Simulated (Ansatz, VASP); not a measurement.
# Two plane-wave programs on Ta

Contents of INCAR:

```
PREC = Accurate
ENCUT = 520
EDIFF = 1E-6
ISMEAR = 0
SIGMA = 0.15
LREAL = False
LASPH = True
NELM = 60
ALGO = Normal
ISIF = 2
LWAVE = False
LCHARG = False
GGA = PE
NBANDS = 12
```

File KPOINTS:

```
Automatic mesh
0
Gamma
  20 20 20
```

Contents of POSCAR:

```
Ta
1.0
   -1.7026199510      1.7026199510      1.7026199510
    1.7026199510     -1.7026199510      1.7026199510
    1.7026199510      1.7026199510     -1.7026199510
Ta
1
Direct
    0.0000000000      0.0000000000      0.0000000000
```

Input for Ansatz:

```yaml
crystal:
  lattice:
    - [-1.702619951, 1.702619951, 1.702619951]
    - [1.702619951, -1.702619951, 1.702619951]
    - [1.702619951, 1.702619951, -1.702619951]
  atoms:
    - { symbol: Ta, position: [0.0, 0.0, 0.0] }
basis:
  ecutwfc: 420
kpoints:
  mp_grid: { grid: [20, 20, 20] }
hamiltonian:
  xc: pbe
  pseudopotentials: { kind: paw, azcp: { folder: soft_1 } }
scf:
  occupations: { method: gaussian, width: 0.15 }
output:
  forces: true
  stress: true
  eigenvalues: true
```

Alike in both runs: task single point; functional PBE; k mesh 20 × 20 × 20; occupations gaussian, width 0.15 eV; no spin polarisation.

|  | VASP | Ansatz |
| --- | --- | --- |
| version | VASP 6.6.1 | Ansatz 0.2.0 |
| potentials or method | VASP PAW PBE potentials, release 64 (Ta_pv), cutoff 520 eV | scalar-relativistic, plane waves, PAW |
| valence electrons in the cell | 11 | 13 |

```csv
,VASP,Ansatz,Ansatz less VASP
gap on the k mesh at the Fermi level (eV),none,none,-
pressure (GPa),-12.9,-12.9,+0.02
```

A gap of «none» marks a metal or a gap that the smearing closes. With one functional, cell and mesh, what is left measures potentials, basis and numerics. VASP's potentials hold 11 valence electrons a cell and Ansatz's 13, so a difference there can come from the potentials and not from the codes.

Spin-orbit coupling is off throughout.
